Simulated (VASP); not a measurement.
Write the native input for VASP 6.6.1 that does the following.

* Task: single point
* Functional: PBE
* Potentials or basis: VASP PAW PBE potentials, release 64 (Co, O)
* Cutoff: 520 eV
* k mesh: 12 × 12 × 8
* Occupations: gaussian, width 0.01 eV
* Spin: collinear spin, antiferromagnetic start
* Starting moments: [-2.32, 2.32, 0.17, -0.17] μB
* Dipole correction: no
* Further INCAR settings: ALGO = Normal; EDIFF = 1e-07; NBANDS = 27

The structure of CoO lies in POSCAR:

```
CoO
1.0
    3.1673863641      0.0000000000      0.0000000000
   -1.5836931821      2.7430370549      0.0000000000
    0.0000000000      0.0000000000      5.2885020588
Co O
2 2
Direct
    0.0000000000      0.0000000000      0.0071360793
    0.3333333333      0.6666666667      0.5071361011
    0.0000000000      0.0000000000      0.3678642994
    0.3333333333      0.6666666667      0.8678645202
```

These files were run (other wordings do the same):

INCAR

```
SYSTEM = CoO
PREC = Accurate ; ENCUT = 520
EDIFF = 1E-7 ; ISMEAR = 0
SIGMA = 0.01 ; LREAL = .FALSE.
LASPH = .TRUE. ; NELM = 150
ALGO = Normal ; ISIF = 2
LWAVE = .FALSE. ; LCHARG = .FALSE.
ISPIN = 2 ; MAGMOM = -2.32 2.32 0.17 -0.17
LORBIT = 11 ; LMAXMIX = 4
GGA = PE ; NBANDS = 27
```

KPOINTS

```
regular mesh
0
G
  12 12 8
  0 0 0
```

Potentials or basis: VASP PAW PBE potentials, release 64 (Co, O).

Launch:

```bash
$ cat potpaw_PBE.64/Co/POTCAR potpaw_PBE.64/O/POTCAR > POTCAR
$ mpirun -np 1 vasp_std > vasp.out
```

Results of the run:

```
Pressure                                              : 0.0 GPa
Largest force                                         : 0.004 eV/Å
Band gap on the k mesh                                : 0.14 eV (least direct gap 0.23 eV)
Net moment                                            : 0.00 μB per cell
Site moments                                          : Co -2.28, +2.28; O +0.15, -0.15 μB
Valence electrons inside the program's atomic spheres : Co 8.00; O 4.99
```

Wall time 5.3 min on 1 thread of Intel Xeon 8259CL (shared host), peak memory 0.3 GiB.
